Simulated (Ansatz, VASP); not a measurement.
# Two plane-wave programs on KF

The input INCAR:

```
  ALGO = Normal
  EDIFF = 1E-7
  ENCUT = 520
  GGA = RE
  ISIF = 2
  ISMEAR = 0
  LASPH = T
  LCHARG = F
  LREAL = F
  LWAVE = F
  NBANDS = 15
  NELM = 100
  PREC = Accurate
  SIGMA = 0.1
```

The input KPOINTS:

```
k-points
0
Gamma
  6 6 6
```

File POSCAR:

```
KF
1.0
    0.0000000000      2.6544134050      2.6544134050
    2.6544134050      0.0000000000      2.6544134050
    2.6544134050      2.6544134050      0.0000000000
K F
1 1
Direct
    0.0000000000      0.0000000000      0.0000000000
    0.5000000000      0.5000000000      0.5000000000
```

Input for Ansatz:

```yaml
crystal:
  lattice:
    - [0.0, 2.654413405, 2.654413405]
    - [2.654413405, 0.0, 2.654413405]
    - [2.654413405, 2.654413405, 0.0]
  atoms:
    - { symbol: K, position: [0.0, 0.0, 0.0] }
    - { symbol: F, position: [0.5, 0.5, 0.5] }
basis:
  ecutwfc: 420
kpoints:
  mp_grid: { grid: [6, 6, 6] }
hamiltonian:
  xc: revpbe
scf:
  occupations: { method: gaussian, width: 0.1 }
  eigensolver: { real_solve: false }
  max_iter: 66
output:
  forces: true
  stress: true
  eigenvalues: false
```

Alike in both runs: task single point; functional revPBE; k mesh 6 × 6 × 6; occupations gaussian, width 0.1 eV; no spin polarisation.

```csv
,VASP,Ansatz
version,VASP 6.6.1,Ansatz 0.2.0
potentials or method,"VASP PAW PBE potentials, release 64 (K_sv, F), cutoff 520 eV","scalar-relativistic, plane waves, PAW"
valence electrons in the cell,16,16
```

|  | VASP | Ansatz | Ansatz less VASP |
| --- | --- | --- | --- |
| pressure (GPa) | 4.4 | 4.3 | -0.06 |

VASP's potentials were made for PBE, not for revPBE. The functional is the same, so the differences come from potentials, cutoffs and numerics.
